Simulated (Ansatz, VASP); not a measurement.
Two plane-wave programs on Li2Sn

The input INCAR:

```
SYSTEM = Li2Sn
  PREC = Accurate
  ENCUT = 520
  EDIFF = 1E-7
  ISMEAR = 0
  SIGMA = 0.1
  LREAL = .False.
  LASPH = .True.
  NELM = 80
  ALGO = Normal
  ISIF = 2
  LWAVE = .False.
  LCHARG = .True.
  GGA = PE
  LELF = .True.
  LVHAR = .True.
  NBANDS = 29
```

File KPOINTS:

```
Automatic mesh
0
Gamma
  6 6 6
  0 0 0
```

Contents of POSCAR:

```
Li2Sn
1.0
   -1.9372245317      1.9372245317      6.7356818061
    1.9372245317     -1.9372245317      6.7356818061
    1.9372245317      1.9372245317     -6.7356818061
Li Sn
4 2
Direct
    0.4165000000      0.4165000000      0.0000000000
    0.1665000000      0.6665000000      0.5000000000
    0.3335000000      0.8335000000      0.5000000000
    0.5835000000      0.5835000000      0.0000000000
    0.0000000000      0.0000000000      0.0000000000
    0.7500000000      0.2500000000      0.5000000000
```

Input for Ansatz:

```yaml
crystal:
  lattice:
    - [-1.9372245317, 1.9372245317, 6.7356818061]
    - [1.9372245317, -1.9372245317, 6.7356818061]
    - [1.9372245317, 1.9372245317, -6.7356818061]
  atoms:
    - { symbol: Li, position: [0.4165, 0.4165, 0.0] }
    - { symbol: Li, position: [0.1665, 0.6665, 0.5] }
    - { symbol: Li, position: [0.3335, 0.8335, 0.5] }
    - { symbol: Li, position: [0.5835, 0.5835, 0.0] }
    - { symbol: Sn, position: [0.0, 0.0, 0.0] }
    - { symbol: Sn, position: [0.75, 0.25, 0.5] }
basis:
  ecutwfc: 420
kpoints:
  mp_grid: { grid: [6, 6, 6] }
hamiltonian:
  xc: pbe
scf:
  occupations: { method: gaussian, width: 0.1 }
  lower_state_search: "off"
output:
  forces: true
  stress: true
  eigenvalues: true
```

Alike in both runs: task single point; functional PBE; k mesh 6 × 6 × 6; occupations gaussian, width 0.1 eV; no spin polarisation.

|  | VASP | Ansatz |
| --- | --- | --- |
| version | VASP 6.6.1 | Ansatz 0.2.0 |
| potentials or method | VASP PAW PBE potentials, release 64 (Li_sv, Sn_d), cutoff 520 eV | scalar-relativistic, plane waves, PAW |
| valence electrons in the cell | 40 | 40 |

|  | VASP | Ansatz | Ansatz less VASP |
| --- | --- | --- | --- |
| gap on the k mesh at the Fermi level (eV) | none | none | - |
| rms of the force components (eV/Å) | 0.010 | 0.011 | +0.0005 |

Atom by atom the forces differ by 0.001 eV/Å (rms over components). A gap of «none» marks a metal or a gap that the smearing closes.

The k mesh is coarse, so the values compare programs but aren't converged. Noted on VASP's run: the cutoff is short for stress, so the pressure is rough.
